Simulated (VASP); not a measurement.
# PtSe2 (P-3m1) in VASP: a series of runs, part 2 of 3

VASP 6.6.1.

## (3) Single point, PBE

This run uses another cell than the first one, of 16.32 Å³/atom, 0.808 times its volume.

Input file INCAR:

```
SYSTEM = PtSe2
  ALGO = Normal
  EDIFF = 1E-6
  ENCUT = 520
  GGA = PE
  ISIF = 2
  ISMEAR = 0
  LASPH = .TRUE.
  LCHARG = .FALSE.
  LREAL = .FALSE.
  LWAVE = .FALSE.
  NBANDS = 18
  NELM = 80
  PREC = Accurate
  SIGMA = 0.1
```

Input file KPOINTS:

```
k-points
0
G
  12 12 10
  0 0 0
```

Input file POSCAR:

```
PtSe2
1.0
    3.6530917695      0.0000000000      0.0000000000
   -1.8265458848      3.1636702747      0.0000000000
    0.0000000000      0.0000000000      4.2371022986
Pt Se
1 2
Direct
    0.0000000000      0.0000000000      0.0000000000
    0.6666666667      0.3333333333      0.7078928642
    0.3333333333      0.6666666667      0.2921071358
```

Potentials or basis: VASP PAW PBE potentials, release 64 (Pt, Se).

Started as:

```sh
$ cat potpaw_PBE.64/Pt/POTCAR potpaw_PBE.64/Se/POTCAR > POTCAR
$ mpirun -np 1 vasp_std > vasp.out
```

OUTCAR:

```text
SYSTEM = PtSe2
   EDIFF = 1E-6
   ENCUT = 520
   GGA = PE
   ISIF = 2
   ISMEAR = 0
   LASPH = .TRUE.
   LREAL = .FALSE.
   NELM = 80
   PREC = Accurate

 ion  position               nearest neighbor table
   1  0.000  0.000  0.000-   2 2.45   3 2.45   3 2.45   2 2.45   2 2.45   3 2.45
   2  0.667  0.333  0.708-   1 2.45   1 2.45   1 2.45   3 2.75   3 2.75   3 2.75
   3  0.333  0.667  0.292-   1 2.45   1 2.45   1 2.45   2 2.75   2 2.75   2 2.75

  LATTYP: Found a hexagonal cell.
 ALAT       =     3.6530917695
 C/A-ratio  =     1.1598674673

  Lattice vectors:

 A1 = (   3.6530917695,   0.0000000000,   0.0000000000)
 A2 = (  -1.8265458848,   3.1636702747,   0.0000000000)
 A3 = (   0.0000000000,   0.0000000000,   4.2371022986)

Analysis of symmetry for initial positions (statically):
=====================================================================
 Subroutine PRICEL returns:
 Original cell was already a primitive cell.

 Routine SETGRP: Setting up the symmetry group for a
 hexagonal supercell.

 Subroutine GETGRP returns: Found 12 space group operations
 (whereof 12 operations were pure point group operations)
 out of a pool of 24 trial point group operations.

The static configuration has the point symmetry D_3d.

Analysis of symmetry for dynamics (positions and initial velocities):
=====================================================================
 Subroutine PRICEL returns:
 Original cell was already a primitive cell.

 Routine SETGRP: Setting up the symmetry group for a
 hexagonal supercell.

 Subroutine GETGRP returns: Found 12 space group operations
 (whereof 12 operations were pure point group operations)
 out of a pool of 24 trial point group operations.
[... 109 lines left out ...]
   ISIF   =      2    stress and relaxation
   ISYM   =      2    0-nonsym 1-usesym 2-fastsym
   POTIM  = 0.5000    time-step for ionic-motion
   TEBEG  =    0.0;   TEEND  =   0.0 temperature during run
   PSTRESS=    0.0 pullay stress
   NELECT =      22.0000    total number of electrons
   NUPDOWN=      -1.0000    fix difference up-down
   EMIN   =  10.00;   EMAX   =-10.00  energy-range for DOS
   EFERMI =   0.00;   METHOD = LEGACY
   ISMEAR =     0;   SIGMA  =   0.10  broadening in eV -4-tet -1-fermi 0-gaus
   EFERMI_NEDOS =   21; number of points for ismear=-14 and -15
   IALGO  =     38    algorithm
   IMIX   =      4    mixing-type and parameters
     AMIX     =   0.40;   BMIX     =  1.00
     AMIX_MAG =   1.60;   BMIX_MAG =  1.00
  volume/ion in A,a.u.               =      16.32       110.15
  Fermi-wavevector in a.u.,A,eV,Ry     =   1.253840  2.369414 21.389922  1.572115
  Thomas-Fermi vector in A             =   2.387674
   LORBIT       =      0    0 simple, 1 ext, 2 COOP (PROOUT), +10 PAW based schemes
   GGA     = PE    functional components
   LHFCALC =     F    Hartree Fock is set to
   AEXX    =    0.0000 exact exchange contribution
   IVDW    =     0    specifies the selected vdW correction
   LEPSILON=     F    determine dielectric tensor
   LRPA    =     F    only Hartree local field effects (RPA)
 non-spin polarized calculation
 Gauss-broadening in eV      SIGMA  =   0.10
  energy-cutoff  :      520.00
  volume of cell :       48.97
 maximum number of plane-waves:      1350
   NGX = 13   NGY = 13   NGZ = 15

 number of electron      22.0000004 magnetization

 Free energy of the ion-electron system (eV)
  ---------------------------------------------------
  ext. energy  EPLUGINS =         0.00000000
  ---------------------------------------------------
  free energy    TOTEN  =       -13.26040978 eV

  energy without entropy =      -13.25790149  energy(sigma->0) =      -13.25915564

 E-fermi :   9.4108     XC(G=0): -11.8912

 val. band max:        9.3943930230   @ k =   0.0000   0.2500   0.4000
 cond. band min:       9.4134223858   @ k =   0.0000   0.0000   0.2000
 fundamental gap:      0.0190293629
 Fermi energy:         9.4107908222

 k-point     1 :       0.0000    0.0000    0.0000
  band No.  band energies     occupation
      1      -7.9690      2.00000
      2      -2.8258      2.00000
      3       1.1544      2.00000
      4       2.2015      2.00000
      5       2.2015      2.00000
      6       5.1232      2.00000
[... 481 lines left out ...]
      5       3.0758      2.00000
      6       4.1884      2.00000
[... 10 lines left out ...]
     17      17.9898      0.00000
     18      18.9731      0.00000

 [... further k-points ...]
[... 5 lines left out ...]
  --------------------------------------------------------------------------------------
  -------------------------------------------------------------------------------------
  Total        9.2042893      9.2042893      9.1929054     -0.0000000      0.0000000     -0.0000000
  in kB      301.1480802    301.1480802    300.7756174     -0.0000000      0.0000000     -0.0000000
  external PRESSURE =     301.0239259 kB  Pullay stress =       0.0000000 kB

 VOLUME and BASIS-vectors are now :
 -----------------------------------------------------------------------------
  energy-cutoff  :      520.00
  volume of cell :       48.97
      direct lattice vectors                 reciprocal lattice vectors
     3.653091770  0.000000000  0.000000000     0.273740728  0.158044283  0.000000000
    -1.826545885  3.163670275  0.000000000     0.000000000  0.316088566  0.000000000
     0.000000000  0.000000000  4.237102299     0.000000000  0.000000000  0.236010351

 POSITION                                       TOTAL-FORCE (eV/Angst)
 -----------------------------------------------------------------------------------
      0.00000      0.00000      0.00000        -0.000000      0.000000      0.000000
      1.82655      1.05456      2.99941         0.000000     -0.000000     -0.013974
     -0.00000      2.10911      1.23769        -0.000000      0.000000      0.013974
 -----------------------------------------------------------------------------------
    total drift:                                0.000000     -0.000000     -0.000000

  FREE ENERGIE OF THE ION-ELECTRON SYSTEM (eV)
  ---------------------------------------------------
  free  energy   TOTEN  =       -13.2604097834 eV

  energy  without entropy=      -13.2579014918  energy(sigma->0) =      -13.25915564
```

OSZICAR:

```text
N       E                     dE             d eps       ncg     rms          rms(c)
DAV:   1     0.113562474813E+03    0.11356E+03   -0.10482E+04  5896   0.111E+03
DAV:   2    -0.905308007111E+01   -0.12262E+03   -0.11877E+03  7110   0.222E+02
DAV:   3    -0.138576919529E+02   -0.48046E+01   -0.47661E+01  7000   0.434E+01
DAV:   4    -0.138886612559E+02   -0.30969E-01   -0.30895E-01  7170   0.377E+00
DAV:   5    -0.138888884156E+02   -0.22716E-03   -0.22715E-03  7012   0.326E-01    0.154E+01
DAV:   6    -0.133923663774E+02    0.49652E+00   -0.33251E+00  6092   0.159E+01    0.916E+00
DAV:   7    -0.132823686097E+02    0.11000E+00   -0.57894E-01  6026   0.725E+00    0.472E+00
DAV:   8    -0.132612996834E+02    0.21069E-01   -0.37273E-02  6560   0.169E+00    0.655E-01
DAV:   9    -0.132603180415E+02    0.98164E-03   -0.50290E-03  6468   0.611E-01    0.122E-01
DAV:  10    -0.132604117526E+02   -0.93711E-04   -0.61117E-04  6790   0.180E-01    0.532E-02
DAV:  11    -0.132604084347E+02    0.33179E-05   -0.36120E-05  6684   0.471E-02    0.258E-02
DAV:  12    -0.132604095741E+02   -0.11393E-05   -0.46799E-06  6572   0.164E-02    0.351E-03
DAV:  13    -0.132604097834E+02   -0.20937E-06   -0.49356E-07  3432   0.474E-03
   1 F= -.13260410E+02 E0= -.13259156E+02  d E =-.250829E-02
```

stdout:

```text
POSCAR found type information on POSCAR PtSe
 POSCAR found :  2 types and       3 ions
 scaLAPACK will be used
 LDA part: xc-table for (Slater+PW92), standard interpolation
 POSCAR, INCAR and KPOINTS ok, starting setup
 FFT: planning ... GRIDC
 FFT: planning ... GRID_SOFT
 FFT: planning ... GRID
 WAVECAR not read
 entering main loop
```

Run time: 84 s. Hardware: 1 thread of Intel Xeon Platinum 8375C at 2.90GHz (Ice Lake), shared host; peak memory 0.27 GiB.

Results:

```
Free energy            : -13.2604 eV
Pressure               : 30.1 GPa
Largest force          : 0.014 eV/Å
Band gap on the k mesh : zero (band 11 reaches 10.03 eV, above the bottom of band 12 at 9.18 eV)
```

Forces on the atoms (eV/Å):
```
Pt   0.000  0.000  0.000
Se   0.000  0.000 -0.014
Se   0.000  0.000  0.014
```

Levels at points of the mesh, in eV from the Fermi level:
| k point | band 8 | band 9 | band 10 | band 11 | band 12 | band 13 | band 14 | band 15 |
| --- | --- | --- | --- | --- | --- | --- | --- | --- |
| (0.00, 0.00, 0.00) | -2.69 | -1.13 | -1.13 | 0.32 | 0.32 | 0.80 | 3.08 | 5.18 |
| (0.50, 0.00, 0.00) | -3.73 | -3.66 | -3.35 | -3.26 | 0.53 | 3.62 | 5.89 | 6.88 |
| (0.00, 0.00, 0.50) | -3.08 | -2.73 | -2.73 | -1.83 | 3.05 | 3.05 | 5.43 | 6.31 |
| (0.50, 0.00, 0.50) | -3.71 | -3.37 | -2.55 | -1.16 | -0.06 | 2.04 | 5.34 | 6.67 |

Caveat: spin-orbit coupling is left out, which moves the levels of the heavy elements.

## (4) Single point, PBE

This run uses another cell than the first one, of 26.41 Å³/atom, 1.307 times its volume.

Input file INCAR:

```
PREC     = Accurate       # precision mode
ENCUT    = 520            # plane-wave cutoff, eV
EDIFF    = 1E-6           # SCF threshold, eV
ISMEAR   = 0              # smearing method
SIGMA    = 0.02           # smearing width, eV
LREAL    = F              # projectors in reciprocal space
LASPH    = T              # aspherical terms in the spheres
NELM     = 100            # most SCF steps
ALGO     = Normal         # electronic algorithm
ISIF     = 2              # what is computed and relaxed
LWAVE    = F              # write WAVECAR
LCHARG   = F              # write CHGCAR
GGA      = PE             # functional
NBANDS   = 18             # bands
```

Input file KPOINTS:

```
regular mesh
0
Gamma
  12 12 4
```

Input file POSCAR:

```
PtSe2
1.0
    3.7515594964      0.0000000000      0.0000000000
   -1.8757797482      3.2489458277      0.0000000000
    0.0000000000      0.0000000000      6.5013330579
Pt Se
1 2
Direct
    0.0000000000      0.0000000000      0.0000000000
    0.6666666667      0.3333333333      0.7990307627
    0.3333333333      0.6666666667      0.2009692373
```

Potentials or basis: VASP PAW PBE potentials, release 64 (Pt, Se).

Started as:

```sh
$ cat potpaw_PBE.64/Pt/POTCAR potpaw_PBE.64/Se/POTCAR > POTCAR
$ mpirun -np 1 vasp_std > vasp.out
```

OUTCAR:

```text
PREC = Accurate
   ENCUT = 520
   EDIFF = 1E-6
   ISMEAR = 0
   LREAL = F
   LASPH = T
   NELM = 100
   ISIF = 2
   GGA = PE

 ion  position               nearest neighbor table
   1  0.000  0.000  0.000-   2 2.53   3 2.53   2 2.53   3 2.53   2 2.53   3 2.53
   2  0.667  0.333  0.799-   1 2.53   1 2.53   1 2.53
   3  0.333  0.667  0.201-   1 2.53   1 2.53   1 2.53

  LATTYP: Found a hexagonal cell.
 ALAT       =     3.7515594964
 C/A-ratio  =     1.7329681334

  Lattice vectors:

 A1 = (   3.7515594964,   0.0000000000,   0.0000000000)
 A2 = (  -1.8757797482,   3.2489458277,   0.0000000000)
 A3 = (   0.0000000000,   0.0000000000,   6.5013330579)

Analysis of symmetry for initial positions (statically):
=====================================================================
 Subroutine PRICEL returns:
 Original cell was already a primitive cell.

 Routine SETGRP: Setting up the symmetry group for a
 hexagonal supercell.

 Subroutine GETGRP returns: Found 12 space group operations
 (whereof 12 operations were pure point group operations)
 out of a pool of 24 trial point group operations.

The static configuration has the point symmetry D_3d.

Analysis of symmetry for dynamics (positions and initial velocities):
=====================================================================
 Subroutine PRICEL returns:
 Original cell was already a primitive cell.

 Routine SETGRP: Setting up the symmetry group for a
 hexagonal supercell.

 Subroutine GETGRP returns: Found 12 space group operations
 (whereof 12 operations were pure point group operations)
 out of a pool of 24 trial point group operations.

The dynamic configuration has the point symmetry D_3d.

 Subroutine INISYM returns: Found 12 space group operations
 (whereof 12 operations are pure point group operations),
[... 107 lines left out ...]
   TEBEG  =    0.0;   TEEND  =   0.0 temperature during run
   PSTRESS=    0.0 pullay stress
   NELECT =      22.0000    total number of electrons
   NUPDOWN=      -1.0000    fix difference up-down
   EMIN   =  10.00;   EMAX   =-10.00  energy-range for DOS
   EFERMI =   0.00;   METHOD = LEGACY
   ISMEAR =     0;   SIGMA  =   0.02  broadening in eV -4-tet -1-fermi 0-gaus
   EFERMI_NEDOS =   21; number of points for ismear=-14 and -15
   IALGO  =     38    algorithm
   IMIX   =      4    mixing-type and parameters
     AMIX     =   0.40;   BMIX     =  1.00
     AMIX_MAG =   1.60;   BMIX_MAG =  1.00
  volume/ion in A,a.u.               =      26.41       178.25
  Fermi-wavevector in a.u.,A,eV,Ry     =   1.067981  2.018191 15.518576  1.140583
  Thomas-Fermi vector in A             =   2.203615
   LORBIT       =      0    0 simple, 1 ext, 2 COOP (PROOUT), +10 PAW based schemes
   GGA     = PE    functional components
   LHFCALC =     F    Hartree Fock is set to
   AEXX    =    0.0000 exact exchange contribution
   IVDW    =     0    specifies the selected vdW correction
   LEPSILON=     F    determine dielectric tensor
   LRPA    =     F    only Hartree local field effects (RPA)
 non-spin polarized calculation
 Gauss-broadening in eV      SIGMA  =   0.02
  energy-cutoff  :      520.00
  volume of cell :       79.24
 maximum number of plane-waves:      2159
   NGX = 13   NGY = 13   NGZ = 25

 number of electron      21.9999996 magnetization

 Free energy of the ion-electron system (eV)
  ---------------------------------------------------
  ext. energy  EPLUGINS =         0.00000000
  ---------------------------------------------------
  free energy    TOTEN  =       -14.30306546 eV

  energy without entropy =      -14.30306546  energy(sigma->0) =      -14.30306546

 E-fermi :   3.2107     XC(G=0):  -8.9893

 val. band max:        3.0564523709   @ k =   0.0833   0.0833   0.0000
 cond. band min:       3.9291061296   @ k =   0.0000   0.2500   0.2500
 fundamental gap:      0.8726537587
 Fermi energy:         3.2107452375

 k-point     1 :       0.0000    0.0000    0.0000
  band No.  band energies     occupation
      1     -11.1384      2.00000
      2      -9.3028      2.00000
      3      -2.3439      2.00000
      4      -2.2190      2.00000
      5      -2.2190      2.00000
      6       0.0174      2.00000
[... 481 lines left out ...]
      5      -1.8768      2.00000
      6      -0.4672      2.00000
[... 10 lines left out ...]
     17      11.4362      0.00000
     18      12.2085      0.00000

 [... further k-points ...]
[... 5 lines left out ...]
  --------------------------------------------------------------------------------------
  -------------------------------------------------------------------------------------
  Total       -0.0158959     -0.0158959     -0.0066264      0.0000000      0.0000000      0.0000000
  in kB       -0.3213940     -0.3213940     -0.1339784      0.0000000      0.0000000      0.0000000
  external PRESSURE =      -0.2589221 kB  Pullay stress =       0.0000000 kB

 VOLUME and BASIS-vectors are now :
 -----------------------------------------------------------------------------
  energy-cutoff  :      520.00
  volume of cell :       79.24
      direct lattice vectors                 reciprocal lattice vectors
     3.751559496  0.000000000  0.000000000     0.266555815  0.153896072  0.000000000
    -1.875779748  3.248945828  0.000000000     0.000000000  0.307792143  0.000000000
     0.000000000  0.000000000  6.501333058     0.000000000  0.000000000  0.153814609

 POSITION                                       TOTAL-FORCE (eV/Angst)
 -----------------------------------------------------------------------------------
      0.00000      0.00000      0.00000        -0.000000      0.000000     -0.000000
      1.87578      1.08298      5.19477         0.000000      0.000000      0.001068
     -0.00000      2.16596      1.30657        -0.000000     -0.000000     -0.001068
 -----------------------------------------------------------------------------------
    total drift:                               -0.000000      0.000000     -0.000000

  FREE ENERGIE OF THE ION-ELECTRON SYSTEM (eV)
  ---------------------------------------------------
  free  energy   TOTEN  =       -14.3030654556 eV

  energy  without entropy=      -14.3030654556  energy(sigma->0) =      -14.30306546
```

Run time: 55 s. Hardware: 1 thread of Intel Xeon Platinum 8375C at 2.90GHz (Ice Lake), shared host; peak memory 0.25 GiB.

Results:

```yaml
Free_energy: -14.3031 eV
Pressure: 0.0 GPa
Band_gap_on_the_k_mesh: 0.87 eV, indirect (least direct gap 1.03 eV)
```

Levels at points of the mesh, in eV from the valence-band top:
```csv
k point,band 9,band 10,band 11,band 12,band 13,band 14
"(0.00, 0.00, 0.00)",-0.27,-0.27,-0.22,2.63,2.63,4.18
"(0.50, 0.00, 0.00)",-2.15,-2.10,-1.85,1.94,2.51,4.67
"(0.00, 0.00, 0.50)",-1.30,-0.30,-0.30,2.70,2.70,5.27
"(0.50, 0.00, 0.50)",-2.21,-2.04,-1.37,2.15,2.35,4.39
```

Caveat: spin-orbit coupling is left out, which moves the levels of the heavy elements; this functional lacks dispersion, which binds the layers, so the pressure and a relaxed spacing across them are unreliable. A k mesh can miss the band edges.

(Continued in part 3 of 3.)
